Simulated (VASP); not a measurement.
A run of VASP 6.6.1:

The input INCAR:

```
SYSTEM = Hg5O3
PREC = Accurate
ENCUT = 600
EDIFF = 1E-7
ISMEAR = 0
SIGMA = 0.1
LREAL = .False.
LASPH = .True.
NELM = 120
ALGO = Normal
ISIF = 3
LWAVE = .False.
LCHARG = .False.
GGA = PE
IBRION = 2
NSW = 90
EDIFFG = -0.04
GGA_COMPAT = .False.
NELMIN = 4
```

Contents of KPOINTS:

```
regular mesh
0
Gamma
  4 4 4
  0 0 0
```

File POSCAR:

```
Hg5O3
1.0
   -3.3980707200      3.3980707200      3.3980707200
    3.3980707200     -3.3980707200      3.3980707200
    3.3980707200      3.3980707200     -3.3980707200
Hg O
5 3
Direct
    0.0000000000      0.0000000000      0.0000000000
    0.0000000000      0.0000000000      0.5000000000
    0.0000000000      0.5000000000      0.0000000000
    0.5000000000      0.0000000000      0.0000000000
    0.5000000000      0.5000000000      0.5000000000
    0.0000000000      0.5000000000      0.5000000000
    0.5000000000      0.5000000000      0.0000000000
    0.5000000000      0.0000000000      0.5000000000
```

Potentials or basis: VASP PAW PBE potentials, release 64 (Hg_sv_GW, O).

Run with:

```bash
$ cat potpaw_PBE.64/Hg_sv_GW/POTCAR potpaw_PBE.64/O/POTCAR > POTCAR
$ mpirun -np 1 vasp_std > vasp.out
```

Hardware: 1 thread of Intel(R) Xeon(R) Platinum 8259CL CPU @ 2.50GHz (Skylake/Cascade Lake) (shared host).

Q: Estimate the wall time of this run.

A: Run time: 7.7 min on 1 thread of Intel(R) Xeon(R) Platinum 8259CL CPU @ 2.50GHz (Skylake/Cascade Lake), on a shared host, peak memory 0.39 GiB. Counts: scf iterations 42, k points 8, ion steps 3.
